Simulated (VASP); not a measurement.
Set up this calculation in VASP 6.6.1, as the native input.

* Task: single point
* Functional: PBE
* Potentials or basis: VASP PAW PBE potentials, release 64 (Na_pv, Cl)
* Cutoff: 520 eV
* k mesh: 5 × 5 × 5
* Occupations: gaussian, width 0.01 eV
* Spin: no spin polarisation
* Dipole correction: no
* Further INCAR settings: ALGO = Normal; EDIFF = 1e-06; NBANDS = 14

The structure of NaCl lies in POSCAR:

```
NaCl
1.0
    2.8600000000      0.0000000000      0.0000000000
    0.0000000000      2.8600000000      0.0000000000
    0.0000000000      0.0000000000      2.8600000000
Na Cl
1 1
Direct
    0.0000000000      0.0000000000      0.0000000000
    0.5000000000      0.5000000000      0.5000000000
```

One way to write it, as run:

INCAR

```
SYSTEM = NaCl
PREC     = Accurate       ! precision mode
ENCUT    = 520            ! plane-wave cutoff, eV
EDIFF    = 1E-6           ! SCF threshold, eV
ISMEAR   = 0              ! smearing method
SIGMA    = 0.01           ! smearing width, eV
LREAL    = .FALSE.        ! projectors in reciprocal space
LASPH    = .TRUE.         ! aspherical terms in the spheres
NELM     = 60             ! most SCF steps
ALGO     = Normal         ! electronic algorithm
ISIF     = 2              ! what is computed and relaxed
LWAVE    = .FALSE.        ! write WAVECAR
LCHARG   = .TRUE.         ! write CHGCAR
GGA      = PE             ! functional
LELF     = .TRUE.         ! ELF
LVHAR    = .TRUE.       
NBANDS   = 14             ! bands
```

KPOINTS

```
regular mesh
0
G
  5 5 5
  0 0 0
```

Potentials or basis: VASP PAW PBE potentials, release 64 (Na_pv, Cl).

Run with:

```console
$ cat potpaw_PBE.64/Na_pv/POTCAR potpaw_PBE.64/Cl/POTCAR > POTCAR
$ mpirun -np 1 vasp_std > vasp.out
```

Results of the run:

```yaml
Pressure: 65.5 GPa
Band_gap_on_the_k_mesh: 5.51 eV, direct
```

Caveat: the k points lie up to 0.44 Å⁻¹ apart.

Run time: 2.4 s on 1 thread of Intel(R) Xeon(R) Platinum 8488C (Sapphire Rapids), on a shared host, peak memory 0.13 GiB.
